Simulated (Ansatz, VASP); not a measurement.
**CdTe in VASP and in Ansatz**

INCAR

```
ALGO     = Normal         # electronic algorithm
EDIFF    = 1E-6           # SCF threshold, eV
ENCUT    = 520            # plane-wave cutoff, eV
GGA      = PE             # functional
ISIF     = 2              # what is computed and relaxed
ISMEAR   = 0              # smearing method
LASPH    = T              # aspherical terms in the spheres
LCHARG   = F              # write CHGCAR
LREAL    = F              # projectors in reciprocal space
LWAVE    = F              # write WAVECAR
NBANDS   = 16             # bands
NELM     = 80             # most SCF steps
PREC     = Accurate       # precision mode
SIGMA    = 0.01           # smearing width, eV
```

Contents of KPOINTS:

```
k-points
0
Gamma
  4 4 4
```

File POSCAR:

```
CdTe
1.0
    4.5325540000      0.0000000000      0.0000000000
    2.2662770000      3.9253069080      0.0000000000
    2.2662770000      1.3084356360      3.7008148439
Cd Te
1 1
Direct
    0.0000000000      0.0000000000      0.0000000000
    0.2500000000      0.2500000000      0.2500000000
```

Input for Ansatz:

```yaml
crystal:
  lattice:
    - [4.532554, 0.0, 0.0]
    - [2.2662770000000005, 3.9253069080247727, 0.0]
    - [2.2662770000000005, 1.3084356360082576, 3.700814843870288]
  atoms:
    - { symbol: Cd, position: [0.0, 0.0, 0.0] }
    - { symbol: Te, position: [0.25000000000000006, 0.24999999999999994, 0.25] }
basis:
  ecutwfc: 470.0
kpoints:
  mp_grid:
    grid: [4, 4, 4]
hamiltonian:
  xc: pbe
scf:
  occupations:
    method: fixed
output:
  eigenvalues: true
```

Alike in both runs: task single point; functional PBE; k mesh 4 × 4 × 4; no spin polarisation.

|  | VASP | Ansatz |
| --- | --- | --- |
| version | VASP 6.6.1 | Ansatz 0.2.0 |
| potentials or method | VASP PAW PBE potentials, release 64 (Cd, Te), cutoff 520 eV | plane waves, PAW |
| occupations | gaussian, width 0.01 eV | fixed |
| valence electrons in the cell | 18 | 36 |

|  | VASP | Ansatz | Ansatz less VASP |
| --- | --- | --- | --- |
| gap on the k mesh at the Fermi level (eV) | 0.86 | 0.86 | 0.000 |

VASP's potentials hold 18 valence electrons a cell and Ansatz's 36, so a difference there can come from the potentials and not from the codes.

The k mesh is coarse, so the values compare programs but aren't converged. Neither program's run includes spin-orbit coupling.
